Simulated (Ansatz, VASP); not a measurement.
## Ta2N in VASP and in Ansatz

```
Ta N
1.0
     5.37631    0.00000    0.00000
    -2.68816    4.65602    0.00000
     0.00000    0.00000    4.61933
Ta N
6 3
Direct
  0.65498 0.65498 0.75260
  0.00000 0.34502 0.75260
  0.34502 0.00000 0.75260
  0.34502 0.34502 0.24740
  0.00000 0.65498 0.24740
  0.65498 0.00000 0.24740
  0.66667 0.33333 0.50000
  0.33333 0.66667 0.50000
  0.00000 0.00000 0.00000
```

Alike in both runs: task single point; functional LDA; k mesh 9 × 9 × 8; occupations gaussian, width 0.15 eV; no spin polarisation.

```csv
,VASP,Ansatz
version,VASP 6.6.1,Ansatz 0.2.0
potentials or method,"VASP PAW LDA potentials, release 64 (Ta_pv, N), cutoff 520 eV","scalar-relativistic, plane waves, PAW"
valence electrons in the cell,81,93
```

VASP gave:

* gap on the k mesh at the Fermi level (eV): none
* pressure (GPa): 3.7
* traceless stress, the component that is largest in VASP (GPa): 16.40
* rms of the force components (eV/Å): 0.784

Q: Estimate Ansatz's values.

A: gap on the k mesh at the Fermi level (eV): none; pressure (GPa): 2.1; traceless stress, the component that is largest in VASP (GPa): 16.43; rms of the force components (eV/Å): 0.778.

Ansatz warns that its potentials were made for another functional, while VASP's fit it. LDA's correlation is that of Perdew and Zunger in VASP and of Perdew and Wang (1992) in Ansatz. Atom by atom the forces differ by 0.011 eV/Å (rms over components). A gap of «none» marks a metal or a gap that the smearing closes. VASP's potentials hold 81 valence electrons a cell and Ansatz's 93, so a difference there can come from the potentials and not from the codes.

Spin-orbit coupling is off throughout.
